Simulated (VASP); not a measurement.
# PbO (P4/nmm) in VASP: settings compared

PbO is run at these levels: PBEsol, PBE; tasks: vibrations by perturbation theory, elastic constants.

Program: VASP 6.6.1. These are calculated values, not measurements. Logs are shortened: lines on timing, memory, paths and dates and some standing lists are left out, and cuts for length are marked.

## (1) The cell of the first run

It takes space group P4/nmm (No. 129, tetragonal). Conventional cell: a = 3.990 Å, b = 3.990 Å, c = 5.010 Å, α = 90.00°, β = 90.00°, γ = 90.00°. Pb (site symmetry 4mm) has 4 O at 2.33 Å within 3.1 Å. O (site symmetry -4m2) has 4 Pb at 2.33 Å and 4 O at 2.82 Å within 3.1 Å.

## (2) Vibrations by perturbation theory, PBEsol

The input, INCAR:

```
SYSTEM = PbO
PREC = Accurate
ENCUT = 600
EDIFF = 1E-8
ISMEAR = 0
SIGMA = 0.01
LREAL = .FALSE.
LASPH = .TRUE.
NELM = 120
ALGO = Normal
ISIF = 2
LWAVE = .FALSE.
LCHARG = .TRUE.
GGA = PS
NBANDS = 28
IBRION = 8
NSW = 1
LEPSILON = .TRUE.
GGA_COMPAT = .FALSE.
```

The input, KPOINTS:

```
regular mesh
0
G
  6 6 6
  0 0 0
```

The input, POSCAR:

```
PbO
1.0
    3.9900000000      0.0000000000      0.0000000000
    0.0000000000      3.9900000000      0.0000000000
    0.0000000000      0.0000000000      5.0100000000
Pb O
2 2
Direct
    0.5000000000      0.0000000000      0.7600000000
    0.0000000000      0.5000000000      0.2400000000
    0.5000000000      0.5000000000      0.0000000000
    0.0000000000      0.0000000000      0.0000000000
```

Potentials or basis: VASP PAW PBE potentials, release 64 (Pb_d, O).

Started as:

```bash
cat potpaw_PBE.64/Pb_d/POTCAR potpaw_PBE.64/O/POTCAR > POTCAR
mpirun -np 1 vasp_std > vasp.out
```

OUTCAR:

```text
SYSTEM = PbO
   PREC = Accurate
   ENCUT = 600
   EDIFF = 1E-8
   ISMEAR = 0
   LREAL = .FALSE.
   LASPH = .TRUE.
   NELM = 120
   ISIF = 2
   GGA = PS
   IBRION = 8
   NSW = 1
   LEPSILON = .TRUE.

 ion  position               nearest neighbor table
   1  0.500  0.000  0.760-   3 2.33   4 2.33   3 2.33   4 2.33   2 3.71   2 3.71   2 3.71   2 3.71
                             2 3.84   2 3.84   2 3.84   2 3.84
   2  0.000  0.500  0.240-   3 2.33   4 2.33   4 2.33   3 2.33   1 3.71   1 3.71   1 3.71   1 3.71
                             1 3.84   1 3.84   1 3.84   1 3.84
   3  0.500  0.500  0.000-   1 2.33   2 2.33   1 2.33   2 2.33
   4  0.000  0.000  0.000-   1 2.33   2 2.33   2 2.33   1 2.33

  LATTYP: Found a simple tetragonal cell.
 ALAT       =     3.9900000000
 C/A-ratio  =     1.2556390977

  Lattice vectors:

 A1 = (   3.9900000000,   0.0000000000,   0.0000000000)
 A2 = (   0.0000000000,   3.9900000000,   0.0000000000)
 A3 = (   0.0000000000,   0.0000000000,   5.0100000000)

Analysis of symmetry for initial positions (statically):
=====================================================================
 Subroutine PRICEL returns:
 Original cell was already a primitive cell.

 Routine SETGRP: Setting up the symmetry group for a
 simple tetragonal supercell.

 Subroutine GETGRP returns: Found 16 space group operations
 (whereof  8 operations were pure point group operations)
 out of a pool of 16 trial point group operations.

The static configuration has the point symmetry D_2d.
 The point group associated with its full space group is D_4h.

Analysis of symmetry for dynamics (positions and initial velocities):
=====================================================================
 Subroutine PRICEL returns:
 Original cell was already a primitive cell.

 Routine SETGRP: Setting up the symmetry group for a
 simple tetragonal supercell.

 Subroutine GETGRP returns: Found 16 space group operations
 (whereof  8 operations were pure point group operations)
 out of a pool of 16 trial point group operations.

The dynamic configuration has the point symmetry D_2d.
 The point group associated with its full space group is D_4h.

 Subroutine INISYM returns: Found 16 space group operations
 (whereof  8 operations are pure point group operations),
 and found     1 'primitive' translations

----------------------------------------------------------------------------------------

                                     Primitive cell

  volume of cell :      79.7597

  direct lattice vectors                    reciprocal lattice vectors
     3.990000000  0.000000000  0.000000000     0.250626566  0.000000000  0.000000000
     0.000000000  3.990000000  0.000000000     0.000000000  0.250626566  0.000000000
     0.000000000  0.000000000  5.010000000     0.000000000  0.000000000  0.199600798

  length of vectors
     3.990000000  3.990000000  5.010000000     0.250626566  0.250626566  0.199600798

  position of ions in fractional coordinates (direct lattice)
     0.500000000  0.000000000  0.760000000
     0.000000000  0.500000000  0.240000000
     0.500000000  0.500000000  0.000000000
     0.000000000  0.000000000  0.000000000

  ion indices of the primitive-cell ions
   primitive index   ion index
                 1           1
                 2           2
                 3           3
                 4           4

----------------------------------------------------------------------------------------

 KPOINTS: regular mesh

Automatic generation of k-mesh.
 Grid dimensions read from file:
 generate k-points for:    6    6    6

[... 899 lines left out ...]
  ---------------------------------------------------
  ---------------------------------------------------
  free energy    TOTEN  =        -1.43721447 eV

  energy without entropy =       -1.43721447

------------------------ aborting loop because EDIFF is reached ----------------------------------------

--------------------------------------- Ionic step        2  -------------------------------------------

------------------------ aborting loop because EDIFF is reached ----------------------------------------

--------------------------------------- Ionic step        3  -------------------------------------------

------------------------ aborting loop because EDIFF is reached ----------------------------------------

 PIEZOELECTRIC TENSOR FIELD DIRECTION 3  (e Angst)
 -----------------------------------------------------------------------------
     0.01148  0.00000  0.00000           ( -0.00002  0.00000  0.00000)
     0.00000  0.01148  0.00000           (  0.00000 -0.00002  0.00000)
     0.00000  0.00000 -0.01928           (  0.00000  0.00000 -0.00001)

 PIEZOELECTRIC TENSOR FIELD DIRECTION 3  (C/m^2)
 -----------------------------------------------------------------------------
     0.00231  0.00000  0.00000
     0.00000  0.00231  0.00000
     0.00000  0.00000 -0.00387

[... ionic steps 4 to 9 ...]

--------------------------------------- Ionic step       10  -------------------------------------------

------------------------ aborting loop because EDIFF is reached ----------------------------------------

[... ionic steps 11 to 11 ...]

--------------------------------------- Ionic step       12  -------------------------------------------

 Free energy of the ion-electron system (eV)
  ---------------------------------------------------
  ---------------------------------------------------
  free energy    TOTEN  =        -0.37073673 eV

  energy without entropy =       -0.37073673

------------------------ aborting loop because EDIFF is reached ----------------------------------------

 INTERNAL STRAIN TENSOR  FOR ION    3  DIRECTION 3   (eV/Angst):
 -----------------------------------------------------------------------------
     6.89741  0.00000  0.00000
     0.00000 -7.00967  0.00000
     0.00000  0.00000  0.10299

 MACROSCOPIC STATIC DIELECTRIC TENSOR (including local field effects in DFT)
 ------------------------------------------------------
           7.019173     0.000000     0.000000
           0.000000     7.019173     0.000000
           0.000000     0.000000     6.378552
 ------------------------------------------------------

 PIEZOELECTRIC TENSOR (including local field effects)  for field in x, y, z        (e  Angst)
          XX          YY          ZZ          XY          YZ          ZX
  --------------------------------------------------------------------------------
  x     0.00000     0.00000     0.00000     0.00000     0.00000     0.00000
  y     0.00000     0.00000     0.00000     0.00000     0.00000     0.00000
  z     0.00000     0.00000     0.00000     0.00000     0.00000     0.00000

 PIEZOELECTRIC TENSOR (including local field effects)  for field in x, y, z        (C/m^2)
          XX          YY          ZZ          XY          YZ          ZX
  --------------------------------------------------------------------------------
  x     0.00000     0.00000     0.00000     0.00000     0.00000     0.00000
  y     0.00000     0.00000     0.00000     0.00000     0.00000     0.00000
  z     0.00000     0.00000     0.00000     0.00000     0.00000     0.00000

 BORN EFFECTIVE CHARGES (including local field effects) (in |e|, cummulative output)
 ---------------------------------------------------------------------------------
 ion    1
    1     3.14668     0.00000     0.00000
    2     0.00000     3.14668     0.00000
    3     0.00000     0.00000     2.32241
 ion    2
    1     3.14668     0.00000     0.00000
    2     0.00000     3.14668     0.00000
    3     0.00000     0.00000     2.32241
 ion    3
    1    -3.14668     0.00000     0.00000
    2     0.00000    -3.14668     0.00000
    3     0.00000     0.00000    -2.32241
 ion    4
    1    -3.14668     0.00000     0.00000
    2     0.00000    -3.14668     0.00000
    3     0.00000     0.00000    -2.32241

 INTERNAL STRAIN TENSOR FOR ION    4 for displacements in x,y,z  (eV/Angst):
          X           Y           Z          XY          YZ          ZX
  --------------------------------------------------------------------------------
  x     0.00000     0.00000     0.00000     0.00000     0.00000    -4.08541
  y     0.00000     0.00000     0.00000     0.00000     3.43002     0.00000
  z    -6.95354     6.95354     0.00000     0.00000     0.00000     0.00000

 SECOND DERIVATIVES (NOT SYMMETRIZED)
 ------------------------------------
               1X          1Y          1Z          2X          2Y          2Z          3X          3Y          3Z          4X          4Y          4Z
  1X    -4.481589    0.000000    0.000000    1.136892    0.000000    0.000000    0.552073    0.000000    0.000000    2.792625    0.000000    0.000000
  1Y     0.000000   -4.481589    0.000000    0.000000    1.136892    0.000000    0.000000    2.792625    0.000000    0.000000    0.552073    0.000000
  1Z     0.000000    0.000000  -12.024946    0.000000    0.000000    4.043511    0.000000    0.000000    3.990718    0.000000    0.000000    3.990718
  2X     1.136892    0.000000    0.000000   -4.481589    0.000000    0.000000    2.792625    0.000000    0.000000    0.552073    0.000000    0.000000
  2Y     0.000000    1.136892    0.000000    0.000000   -4.481589    0.000000    0.000000    0.552073    0.000000    0.000000    2.792625    0.000000
  2Z     0.000000    0.000000    4.043511    0.000000    0.000000  -12.024946    0.000000    0.000000    3.990718    0.000000    0.000000    3.990718
  3X     0.550229    0.000000    0.000000    2.790673    0.000000    0.000000   -6.475660    0.000000    0.000000    3.134757    0.000000    0.000000
  3Y     0.000000    2.790673    0.000000    0.000000    0.550229    0.000000    0.000000   -6.475660    0.000000    0.000000    3.134757    0.000000
  3Z     0.000000    0.000000    3.996886    0.000000    0.000000    3.996886    0.000000    0.000000   -7.292834    0.000000    0.000000   -0.700939
  4X     2.790673    0.000000    0.000000    0.550229    0.000000    0.000000    3.134757    0.000000    0.000000   -6.475660    0.000000    0.000000
  4Y     0.000000    0.550229    0.000000    0.000000    2.790673    0.000000    0.000000    3.134757    0.000000    0.000000   -6.475660    0.000000
  4Z     0.000000    0.000000    3.996886    0.000000    0.000000    3.996886    0.000000    0.000000   -0.700939    0.000000    0.000000   -7.292834

 Eigenvectors and eigenvalues of the dynamical matrix
 ----------------------------------------------------

   1 f  =   12.142549 THz    76.293885 2PiTHz  405.031836 cm-1    50.217525 meV
             X         Y         Z           dx          dy          dz
      1.995000  0.000000  3.807600    -0.025923   -0.039978    0.000000
      0.000000  1.995000  1.202400     0.025923    0.039978    0.000000
      1.995000  1.995000  0.000000    -0.383839    0.591944   -0.000000
      0.000000  0.000000  0.000000     0.383839   -0.591944   -0.000000
[... 71 lines left out ...]
  12 f/i=    0.002283 THz     0.014346 2PiTHz    0.076159 cm-1     0.009443 meV
             X         Y         Z           dx          dy          dz
      1.995000  0.000000  3.807600    -0.000000   -0.000000   -0.681329
      0.000000  1.995000  1.202400    -0.000000   -0.000000   -0.681329
      1.995000  1.995000  0.000000    -0.000000   -0.000000   -0.189185
      0.000000  0.000000  0.000000    -0.000000   -0.000000   -0.189185

--------------------------------------------------------------------------------------------------------

 MACROSCOPIC STATIC DIELECTRIC TENSOR IONIC CONTRIBUTION
 ------------------------------------------------------
          13.440252     0.000000     0.000000
           0.000000    13.440252     0.000000
           0.000000     0.000000     3.063904
 ------------------------------------------------------

 ELASTIC MODULI CONTR FROM IONIC RELAXATION (kBar)
 Direction    XX          YY          ZZ          XY          YZ          ZX
 --------------------------------------------------------------------------------
 XX        -577.7379     11.6333   -461.0569      0.0000     -0.0000      0.0000
 YY          11.6333   -577.7379   -461.0569      0.0000     -0.0000      0.0000
 ZZ        -461.0569   -461.0569   -751.0042      0.0000     -0.0000      0.0000
 XY           0.0000      0.0000      0.0000      0.0000      0.0000      0.0000
 YZ          -0.0000     -0.0000     -0.0000      0.0000   -229.7359     -0.0000
 ZX           0.0000      0.0000      0.0000      0.0000     -0.0000   -299.8590
 --------------------------------------------------------------------------------

 PIEZOELECTRIC TENSOR IONIC CONTR  for field in x, y, z        (C/m^2)
          XX          YY          ZZ          XY          YZ          ZX
  --------------------------------------------------------------------------------
  x    -0.00000    -0.00000    -0.00000     0.00000     0.00000     0.00000
  y     0.00000     0.00000     0.00000     0.00000    -0.00000    -0.00000
  z     0.00000     0.00000     0.00000     0.00000     0.00000     0.00000
```

Run time: 13 min. Hardware: 1 thread of Intel Xeon 6975P-C (Granite Rapids), shared host; peak memory 0.66 GiB.

Results:

* Electronic dielectric tensor (diagonal): 7.02, 7.02, 6.38
* Born charges (mean of the diagonal): Pb +2.87; O -2.87 e
* Highest phonon frequency at Γ, LO-TO splitting left out: 405 cm⁻¹

Phonon frequencies in cm⁻¹ (negative: imaginary):
| q point | frequencies |
| --- | --- |
| (0.000, 0.000, 0.000) | 0 0 0 82 82 145 247 247 335 383 405 405 |

Electronic dielectric tensor:
```
7.02 0.00 0.00
0.00 7.02 0.00
0.00 0.00 6.38
```

Born effective charge tensors (e):
atom 1, Pb
```
3.15 0.00 0.00
0.00 3.15 0.00
0.00 0.00 2.32
```
atom 2, Pb
```
3.15 0.00 0.00
0.00 3.15 0.00
0.00 0.00 2.32
```
atom 3, O
```
-3.15  0.00  0.00
 0.00 -3.15  0.00
 0.00  0.00 -2.32
```
atom 4, O
```
-3.15  0.00  0.00
 0.00 -3.15  0.00
 0.00  0.00 -2.32
```

Caveat: the PAW data sets were made with another functional, which shifts forces and pressure a little; spin-orbit coupling is left out, which moves the levels of the heavy elements.

## (3) Elastic constants, PBE

The input, INCAR:

```
SYSTEM = PbO
PREC     = Accurate       ! precision mode
ENCUT    = 600            ! plane-wave cutoff, eV
EDIFF    = 1E-8           ! SCF threshold, eV
ISMEAR   = -1             ! smearing method
SIGMA    = 0.05           ! smearing width, eV
LREAL    = .False.        ! projectors in reciprocal space
LASPH    = .True.         ! aspherical terms in the spheres
NELM     = 120            ! most SCF steps
ALGO     = Normal         ! electronic algorithm
ISIF     = 3              ! what is computed and relaxed
LWAVE    = .False.        ! write WAVECAR
LCHARG   = .True.         ! write CHGCAR
GGA      = PE             ! functional
IBRION   = 6              ! ionic algorithm
NFREE    = 2            
POTIM    = 0.015          ! step
NSW      = 1              ! ionic steps
GGA_COMPAT= .False.
```

The input, KPOINTS:

```
Automatic mesh
0
Gamma
  5 5 4
  0 0 0
```

POSCAR is that of step 2.

Potentials or basis: VASP PAW PBE potentials, release 64 (Pb_d, O).

Started as:

```bash
cat potpaw_PBE.64/Pb_d/POTCAR potpaw_PBE.64/O/POTCAR > POTCAR
mpirun -np 1 vasp_std > vasp.out
```

It took 7.9 min on 1 thread of AMD EPYC 9R45 (Zen 5), shared host; peak memory 0.28 GiB.

The run converged. Its results:

```
Voigt bulk modulus                                      : 43 GPa
Highest phonon frequency at Γ, LO-TO splitting left out : 414 cm⁻¹
```

Phonon frequencies in cm⁻¹ (negative: imaginary):
```csv
q point,frequencies
"(0.000, 0.000, 0.000)",0 0 0 83 83 147 257 257 337 387 414 414
```

Elastic tensor in Voigt notation (GPa, in the Cartesian axes of the cell as first typed):
```
71 72 19  0  0  0
72 71 19  0  0  0
19 19 26  0  0  0
 0  0  0 18  0  0
 0  0  0  0 18  0
 0  0  0  0  0 59
```

Clamped-ion elastic tensor (GPa):
```
135  67  65   0   0   0
 67 135  65   0   0   0
 65  65  98   0   0   0
  0   0   0  43   0   0
  0   0   0   0  43   0
  0   0   0   0   0  59
```

Caveat: the cell is under stress, which shifts elastic constants; the elastic tensor has a negative eigenvalue, so either the cell is unstable as it stands or the mesh is too thin; spin-orbit coupling is left out, which moves the levels of the heavy elements.

## (4) Elastic constants, PBE

The input, INCAR:

```
SYSTEM = PbO
PREC = Accurate
ENCUT = 600
EDIFF = 1E-8
ISMEAR = 0
SIGMA = 0.01
LREAL = .FALSE.
LASPH = .TRUE.
NELM = 120
ALGO = Normal
ISIF = 3
LWAVE = .FALSE.
LCHARG = .TRUE.
GGA = PE
NBANDS = 28
IBRION = 6
NFREE = 2
POTIM = 0.015
NSW = 1
GGA_COMPAT = .FALSE.
```

The input, KPOINTS:

```
Automatic mesh
0
G
  5 5 5
  0 0 0
```

POSCAR is that of step 3.

Started as:

```bash
cat potpaw_PBE.64/Pb_d/POTCAR potpaw_PBE.64/O/POTCAR > POTCAR
mpirun -np 1 vasp_std > vasp.out
```

Run time: 12 min. Hardware: 1 thread of AMD EPYC 9R45 (Zen 5), shared host; peak memory 0.31 GiB.

Results (log left out):

| Item | Value |
| --- | --- |
| Voigt bulk modulus | 43 GPa |
| Highest phonon frequency at Γ, LO-TO splitting left out | 414 cm⁻¹ |

Phonon frequencies in cm⁻¹ (negative: imaginary):
```
              q point                              frequencies
(0.000, 0.000, 0.000)  0 0 0 83 83 147 257 257 337 387 414 414
```

Elastic tensor in Voigt notation (GPa, in the Cartesian axes of the cell as first typed):
```
71 72 19  0  0  0
72 71 19  0  0  0
19 19 26  0  0  0
 0  0  0 18  0  0
 0  0  0  0 18  0
 0  0  0  0  0 59
```

Clamped-ion elastic tensor (GPa):
```
135  67  65   0   0   0
 67 135  65   0   0   0
 65  65  98   0   0   0
  0   0   0  43   0   0
  0   0   0   0  43   0
  0   0   0   0   0  59
```

Caveat: the cell is under stress, which shifts elastic constants; the elastic tensor has a negative eigenvalue, so either the cell is unstable as it stands or the mesh is too thin; spin-orbit coupling is left out, which moves the levels of the heavy elements.
